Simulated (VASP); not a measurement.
# TiO2 (Pnma) in VASP: single point with PBE

Aim: the single point of TiO2 with PBE.

Program: VASP 6.6.1. These are calculated values, not measurements. Logs are shortened: lines on timing, memory, paths and dates and some standing lists are left out, and cuts for length are marked.

### Step 1. The cell of the first run

It takes space group Pnma (No. 62, orthorhombic). Conventional cell: a = 9.520 Å, b = 2.976 Å, c = 4.970 Å, α = 90.00°, β = 90.00°, γ = 90.00°. Ti (site symmetry m) has 6 O at 1.88 to 2.14 Å within 2.5 Å. O (site symmetry m) has 3 Ti at 1.88 to 2.04 Å and 1 O at 2.56 Å within 2.6 Å. O (site symmetry m) has 3 Ti at 1.90 to 2.14 Å and 3 O at 2.56 to 2.58 Å within 2.6 Å.

### Step 2. Single point, PBE

Input file INCAR:

```
  ALGO = Normal
  EDIFF = 1E-6
  ENCUT = 520
  GGA = PE
  ISIF = 2
  ISMEAR = 0
  LASPH = True
  LCHARG = False
  LREAL = False
  LWAVE = False
  NBANDS = 60
  NELM = 60
  PREC = Accurate
  SIGMA = 0.05
```

Input file KPOINTS:

```
k-points
0
Gamma
  4 8 4
```

Input file POSCAR:

```
TiO2
1.0
    9.5199614268      0.0000000000      0.0000000000
    0.0000000000      2.9757553183      0.0000000000
    0.0000000000      0.0000000000      4.9701988129
Ti O
4 8
Direct
    0.1378099423      0.2500000000      0.9188418011
    0.8621900577      0.7500000000      0.0811581989
    0.3621900577      0.7500000000      0.4188418011
    0.6378099423      0.2500000000      0.5811581989
    0.2665934495      0.2500000000      0.6333891596
    0.7334065505      0.7500000000      0.3666108404
    0.2334065505      0.7500000000      0.1333891596
    0.7665934495      0.2500000000      0.8666108404
    0.9696409657      0.2500000000      0.2033403145
    0.0303590343      0.7500000000      0.7966596855
    0.5303590343      0.7500000000      0.7033403145
    0.4696409657      0.2500000000      0.2966596855
```

Potentials or basis: VASP PAW PBE potentials, release 64 (Ti_sv, O).

The run is started by

```
> cat potpaw_PBE.64/Ti_sv/POTCAR potpaw_PBE.64/O/POTCAR > POTCAR
> mpirun -np 1 vasp_std > vasp.out
```

OUTCAR:

```text
EDIFF = 1E-6
   ENCUT = 520
   GGA = PE
   ISIF = 2
   ISMEAR = 0
   LASPH = True
   LREAL = False
   NELM = 60
   PREC = Accurate

 ion  position               nearest neighbor table
   1  0.138  0.250  0.919-   5 1.88  10 1.90  10 1.90   7 2.04   7 2.04   9 2.14
   2  0.862  0.750  0.081-   6 1.88   9 1.90   9 1.90   8 2.04   8 2.04  10 2.14
   3  0.362  0.750  0.419-   7 1.88  12 1.90  12 1.90   5 2.04   5 2.04  11 2.14
   4  0.638  0.250  0.581-   8 1.88  11 1.90  11 1.90   6 2.04   6 2.04  12 2.14
   5  0.267  0.250  0.633-   1 1.88   3 2.04   3 2.04
   6  0.733  0.750  0.367-   2 1.88   4 2.04   4 2.04
   7  0.233  0.750  0.133-   3 1.88   1 2.04   1 2.04
   8  0.767  0.250  0.867-   4 1.88   2 2.04   2 2.04
   9  0.970  0.250  0.203-   2 1.90   2 1.90   1 2.14
  10  0.030  0.750  0.797-   1 1.90   1 1.90   2 2.14
  11  0.530  0.750  0.703-   4 1.90   4 1.90   3 2.14
  12  0.470  0.250  0.297-   3 1.90   3 1.90   4 2.14

  LATTYP: Found a simple orthorhombic cell.
 ALAT       =     2.9757553183
 B/A-ratio  =     1.6702310107
 C/A-ratio  =     3.1991748005

  Lattice vectors:

 A1 = (   0.0000000000,   2.9757553183,   0.0000000000)
 A2 = (   0.0000000000,   0.0000000000,   4.9701988129)
 A3 = (   9.5199614268,   0.0000000000,   0.0000000000)

Analysis of symmetry for initial positions (statically):
=====================================================================
 Subroutine PRICEL returns:
 Original cell was already a primitive cell.

 Routine SETGRP: Setting up the symmetry group for a
 simple orthorhombic supercell.

 Subroutine GETGRP returns: Found  8 space group operations
 (whereof  2 operations were pure point group operations)
 out of a pool of  8 trial point group operations.

The static configuration has the point symmetry S_2 .
 The point group associated with its full space group is D_2h.

Analysis of symmetry for dynamics (positions and initial velocities):
=====================================================================
 Subroutine PRICEL returns:
 Original cell was already a primitive cell.

 Routine SETGRP: Setting up the symmetry group for a
 simple orthorhombic supercell.

 Subroutine GETGRP returns: Found  8 space group operations
 (whereof  2 operations were pure point group operations)
 out of a pool of  8 trial point group operations.

The dynamic configuration has the point symmetry S_2 .
 The point group associated with its full space group is D_2h.
[... 129 lines left out ...]
   PSTRESS=    0.0 pullay stress
   NELECT =      96.0000    total number of electrons
   NUPDOWN=      -1.0000    fix difference up-down
   EMIN   =  10.00;   EMAX   =-10.00  energy-range for DOS
   EFERMI =   0.00;   METHOD = LEGACY
   ISMEAR =     0;   SIGMA  =   0.05  broadening in eV -4-tet -1-fermi 0-gaus
   EFERMI_NEDOS =   21; number of points for ismear=-14 and -15
   IALGO  =     38    algorithm
   IMIX   =      4    mixing-type and parameters
     AMIX     =   0.40;   BMIX     =  1.00
     AMIX_MAG =   1.60;   BMIX_MAG =  1.00
  volume/ion in A,a.u.               =      11.73        79.18
  Fermi-wavevector in a.u.,A,eV,Ry     =   1.440887  2.722881 28.247799  2.076155
  Thomas-Fermi vector in A             =   2.559581
   LORBIT       =      0    0 simple, 1 ext, 2 COOP (PROOUT), +10 PAW based schemes
   GGA     = PE    functional components
   LHFCALC =     F    Hartree Fock is set to
   AEXX    =    0.0000 exact exchange contribution
   IVDW    =     0    specifies the selected vdW correction
   LEPSILON=     F    determine dielectric tensor
   LRPA    =     F    only Hartree local field effects (RPA)
 non-spin polarized calculation
 Gauss-broadening in eV      SIGMA  =   0.05
  energy-cutoff  :      520.00
  volume of cell :      140.80
 maximum number of plane-waves:      3834
 NGX is ok and might be reduce to    72
   NGX = 35   NGY = 11   NGZ = 19

 number of electron      95.9999995 magnetization

 Free energy of the ion-electron system (eV)
  ---------------------------------------------------
  ext. energy  EPLUGINS =         0.00000000
  ---------------------------------------------------
  free energy    TOTEN  =      -107.08010947 eV

  energy without entropy =     -107.08010947  energy(sigma->0) =     -107.08010947

 E-fermi :   3.3667     XC(G=0): -10.5639

 val. band max:        3.0307844122   @ k =   0.0000   0.1250   0.0000
 cond. band min:       5.5758730308   @ k =   0.0000   0.2500   0.0000
 fundamental gap:      2.5450886187
 Fermi energy:         3.3667285669

 k-point     1 :       0.0000    0.0000    0.0000
  band No.  band energies     occupation
      1     -53.3906      2.00000
      2     -53.3828      2.00000
      3     -53.3696      2.00000
      4     -53.3617      2.00000
      5     -29.7947      2.00000
      6     -29.7398      2.00000
[... 1501 lines left out ...]
     59       7.3871      0.00000
     60       7.3871      0.00000

 [... further k-points ...]

------------------------ aborting loop because EDIFF is reached ----------------------------------------

  FORCE on cell =-STRESS in cart. coord.  units (eV):
  Direction    XX          YY          ZZ          XY          YZ          ZX
  --------------------------------------------------------------------------------------
  -------------------------------------------------------------------------------------
  Total        0.6109329      0.7691560      0.4390529      0.0000000      0.0000000      0.0000000
  in kB        6.9518103      8.7522322      4.9959869      0.0000000      0.0000000      0.0000000
  external PRESSURE =       6.9000098 kB  Pullay stress =       0.0000000 kB

 VOLUME and BASIS-vectors are now :
 -----------------------------------------------------------------------------
  energy-cutoff  :      520.00
  volume of cell :      140.80
      direct lattice vectors                 reciprocal lattice vectors
     9.519961427  0.000000000  0.000000000     0.105042442  0.000000000  0.000000000
     0.000000000  2.975755318  0.000000000     0.000000000  0.336049135  0.000000000
     0.000000000  0.000000000  4.970198813     0.000000000  0.000000000  0.201199195

 POSITION                                       TOTAL-FORCE (eV/Angst)
 -----------------------------------------------------------------------------------
      1.31195      0.74394      4.56683         0.022790      0.000000      0.038290
      8.20802      2.23182      0.40337        -0.022790      0.000000     -0.038290
      3.44804      2.23182      2.08173        -0.022790     -0.000000      0.038290
      6.07193      0.74394      2.88847         0.022790      0.000000     -0.038290
      2.53796      0.74394      3.14807         0.013475     -0.000000     -0.015934
      6.98200      2.23182      1.82213        -0.013475     -0.000000      0.015934
      2.22202      2.23182      0.66297        -0.013475     -0.000000     -0.015934
      7.29794      0.74394      4.30723         0.013475      0.000000      0.015934
      9.23094      0.74394      1.01064         0.052367     -0.000000      0.050120
      0.28902      2.23182      3.95956        -0.052367     -0.000000     -0.050120
      5.04900      2.23182      3.49574        -0.052367     -0.000000      0.050120
      4.47096      0.74394      1.47446         0.052367     -0.000000     -0.050120
 -----------------------------------------------------------------------------------
    total drift:                                0.000000     -0.000000     -0.000000

  FREE ENERGIE OF THE ION-ELECTRON SYSTEM (eV)
  ---------------------------------------------------
  free  energy   TOTEN  =      -107.0801094731 eV

  energy  without entropy=     -107.0801094731  energy(sigma->0) =     -107.08010947
```

OSZICAR:

```text
N       E                     dE             d eps       ncg     rms          rms(c)
DAV:   1     0.151731245046E+04    0.15173E+04   -0.47906E+04  5400   0.187E+03
DAV:   2     0.177959694317E+03   -0.13394E+04   -0.12682E+04  5536   0.582E+02
DAV:   3    -0.116997429911E+03   -0.29496E+03   -0.28451E+03  6896   0.240E+02
DAV:   4    -0.139538931614E+03   -0.22542E+02   -0.22479E+02  7896   0.719E+01
DAV:   5    -0.141070254678E+03   -0.15313E+01   -0.15307E+01  8392   0.147E+01    0.443E+01
DAV:   6    -0.108719223025E+03    0.32351E+02   -0.21616E+02  7336   0.981E+01    0.186E+01
DAV:   7    -0.107755566207E+03    0.96366E+00   -0.42096E+01  7316   0.376E+01    0.118E+01
DAV:   8    -0.107667109962E+03    0.88456E-01   -0.11307E+01  7004   0.231E+01    0.716E+00
DAV:   9    -0.107060404813E+03    0.60671E+00   -0.36774E+00  7024   0.125E+01    0.146E+00
DAV:  10    -0.107088676708E+03   -0.28272E-01   -0.23843E-01  6540   0.275E+00    0.686E-01
DAV:  11    -0.107080382504E+03    0.82942E-02   -0.26035E-02  6832   0.942E-01    0.213E-01
DAV:  12    -0.107080413619E+03   -0.31115E-04   -0.61994E-03  6664   0.359E-01    0.167E-01
DAV:  13    -0.107080086373E+03    0.32725E-03   -0.94748E-04  6956   0.173E-01    0.571E-02
DAV:  14    -0.107080106881E+03   -0.20508E-04   -0.22846E-04  6940   0.795E-02    0.167E-02
DAV:  15    -0.107080106609E+03    0.27169E-06   -0.23773E-05  7236   0.273E-02    0.513E-03
DAV:  16    -0.107080109982E+03   -0.33722E-05   -0.66572E-06  5472   0.124E-02    0.618E-03
DAV:  17    -0.107080109473E+03    0.50849E-06   -0.11383E-06  2880   0.876E-03
   1 F= -.10708011E+03 E0= -.10708011E+03  d E =-.118875E-22
```

Run time: 6.8 min. Hardware: 1 thread of Intel Xeon Platinum 8375C at 2.90GHz (Ice Lake), shared host; peak memory 0.4 GiB.

What came out:

- Free energy: -107.0801 eV
- Pressure: 0.7 GPa
- Largest force: 0.072 eV/Å
- Band gap on the k mesh: 2.55 eV (least direct gap 2.69 eV)

Forces in eV/Å, atoms in the order of the input:
```
Ti   0.023  0.000  0.038
Ti  -0.023  0.000 -0.038
Ti  -0.023  0.000  0.038
Ti   0.023  0.000 -0.038
O    0.013  0.000 -0.016
O   -0.013  0.000  0.016
O   -0.013  0.000 -0.016
O    0.013  0.000  0.016
O    0.052  0.000  0.050
O   -0.052  0.000 -0.050
O   -0.052  0.000  0.050
O    0.052  0.000 -0.050
```

Levels at points of the mesh, in eV from the valence-band top:
```csv
k point,band 46,band 47,band 48,band 49,band 50,band 51
"(0.00, 0.00, 0.00)",-0.18,-0.09,-0.01,2.70,2.78,3.04
"(0.50, 0.00, 0.00)",-0.48,-0.24,-0.24,2.87,2.87,3.03
"(0.00, 0.50, 0.00)",-1.25,-0.90,-0.90,2.87,2.87,3.09
"(0.50, 0.50, 0.00)",-1.04,-1.04,-1.04,2.99,2.99,2.99
"(0.00, 0.00, 0.50)",-0.79,-0.57,-0.57,3.00,3.00,3.18
"(0.50, 0.00, 0.50)",-0.82,-0.29,-0.29,3.02,3.02,3.08
"(0.00, 0.50, 0.50)",-0.79,-0.67,-0.67,3.09,3.09,3.11
"(0.50, 0.50, 0.50)",-0.74,-0.74,-0.74,3.11,3.11,3.11
```

A k mesh can miss the band edges.
